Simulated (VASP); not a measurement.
Input of a VASP 6.6.1 run:

The input INCAR:

```
SYSTEM = BaZn2H6
PREC = Accurate ; ENCUT = 520
EDIFF = 1E-6 ; ISMEAR = 0
SIGMA = 0.1 ; LREAL = .FALSE.
LASPH = .TRUE. ; NELM = 80
ALGO = Normal ; ISIF = 2
LWAVE = .FALSE. ; LCHARG = .FALSE.
GGA = PE ; NBANDS = 30
```

The input KPOINTS:

```
regular mesh
0
G
  8 8 8
  0 0 0
```

Contents of POSCAR:

```
BaZn2H6
1.0
    0.0000000000      3.8594240163      3.8594240163
    3.8594240163      0.0000000000      3.8594240163
    3.8594240163      3.8594240163      0.0000000000
Ba Zn H
1 2 6
Direct
    0.5000000000      0.5000000000      0.5000000000
    0.2500000000      0.2500000000      0.2500000000
    0.7500000000      0.7500000000      0.7500000000
    0.1227509523      0.8772490477      0.8772490477
    0.8772490477      0.1227509523      0.1227509523
    0.8772490477      0.1227509523      0.8772490477
    0.1227509523      0.8772490477      0.1227509523
    0.8772490477      0.8772490477      0.1227509523
    0.1227509523      0.1227509523      0.8772490477
```

Potentials or basis: VASP PAW PBE potentials, release 64 (Ba_sv, Zn, H).

Command:

```sh
$ cat potpaw_PBE.64/Ba_sv/POTCAR potpaw_PBE.64/Zn/POTCAR potpaw_PBE.64/H/POTCAR > POTCAR
$ mpirun -np 1 vasp_std > vasp.out
```

Predict the band gap on the k mesh.

zero (bands 20 and 21 overlap by 0.41 eV).

What does it give for the largest force?

0.006 eV/Å.

Forces on the atoms (eV/Å):
```
Ba   0.000  0.000  0.000
Zn   0.000  0.000  0.000
Zn   0.000  0.000  0.000
H    0.006  0.000  0.000
H   -0.006  0.000  0.000
H    0.000  0.006  0.000
H    0.000 -0.006  0.000
H    0.000  0.000  0.006
H    0.000  0.000 -0.006
```

Caveat: spin-orbit coupling is left out, which moves the levels of the heavy elements.
